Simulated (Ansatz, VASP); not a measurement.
**VSbS in VASP and in Ansatz**

```
V Sb S
1.0
     4.18882    0.00000    0.00000
    -2.09441    3.62762    0.00000
     0.00000    0.00000    3.52935
V Sb S
1 1 1
Direct
  0.66667 0.33333 0.50000
  0.33333 0.66667 0.00000
  0.00000 0.00000 0.50000
```

Change from the starting cell: species swapped into the ErCuGe type (P-6m2, No. 187).

Alike in both runs: functional PBE; k mesh 12 × 12 × 14; occupations gaussian, width 0.1 eV; collinear spin.

Ansatz relaxed the structure, and its values are those at the end. VASP's run is a single point on that final structure, the one shown.

|  | VASP | Ansatz |
| --- | --- | --- |
| version | VASP 6.6.1 | Ansatz 0.2.0 |
| potentials or method | VASP PAW PBE potentials, release 64 (V_sv, Sb, S), cutoff 520 eV | scalar-relativistic, plane waves, PAW |
| valence electrons in the cell | 24 | 34 |

Ansatz gave:

```
gap on the k mesh at the Fermi level (eV)                     : none
pressure (GPa)                                                : 0.0
net moment per atom (μB)                                      : 0.14
size of the moment on the site where the two differ most (μB) : 0.42
```

Which values does VASP return?

gap on the k mesh at the Fermi level (eV): none; pressure (GPa): -0.3; net moment per atom (μB): 0.00; size of the moment on the site where the two differ most (μB): 0.00.

The net moments are unlike, so the other rows may belong to different states. Site moments also hang on the region over which each program counts them. A gap of «none» marks a metal or a gap that the smearing closes. VASP's potentials hold 24 valence electrons a cell and Ansatz's 34, so a difference there can come from the potentials and not from the codes.

Spin-orbit coupling is off throughout.
